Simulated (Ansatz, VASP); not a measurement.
**CO2: VASP beside Ansatz**

```
O C
1.0
    -1.97473    1.97473    3.01406
     1.97473   -1.97473    3.01406
     1.97473    1.97473   -3.01406
O C
4 2
Direct
  0.87500 0.95980 0.58480
  0.37500 0.29020 0.41520
  0.04020 0.62500 0.91520
  0.70980 0.12500 0.08480
  0.00000 0.00000 0.00000
  0.75000 0.25000 0.50000
```

Alike in both runs: task relaxation of cell and atoms; functional PBEsol; k mesh 9 × 9 × 9; occupations fermi-dirac, width 0.05 eV; no spin polarisation.

```csv
,VASP,Ansatz
version,VASP 6.6.1,Ansatz 0.2.0
potentials or method,"VASP PAW PBE potentials, release 64 (O, C)",Ansatz PAW
plane-wave cutoff (eV),600,420
valence electrons in the cell,32,32
```

Ansatz gave:

```
gap on the k mesh at the Fermi level, each at its own relaxed structure (eV) : 7.67
relaxed volume (Å³/atom)                                                     : 7.59
relaxed cell length with the largest relative difference (Å)                 : 4.060
```

Q: Estimate VASP's values.

A: gap on the k mesh at the Fermi level, each at its own relaxed structure (eV): 7.58; relaxed volume (Å³/atom): 7.62; relaxed cell length with the largest relative difference (Å): 4.063.

VASP's potentials were made for PBE, not for PBEsol.

Noted on Ansatz's run: Pulay correction over one GPa; odd divisions of the mesh miss points on the zone boundary, where band edges often lie, so the gap on the mesh can be too wide; the plane-wave basis is chosen anew once the cell has moved, so the energies of steps on either side of that aren't comparable.
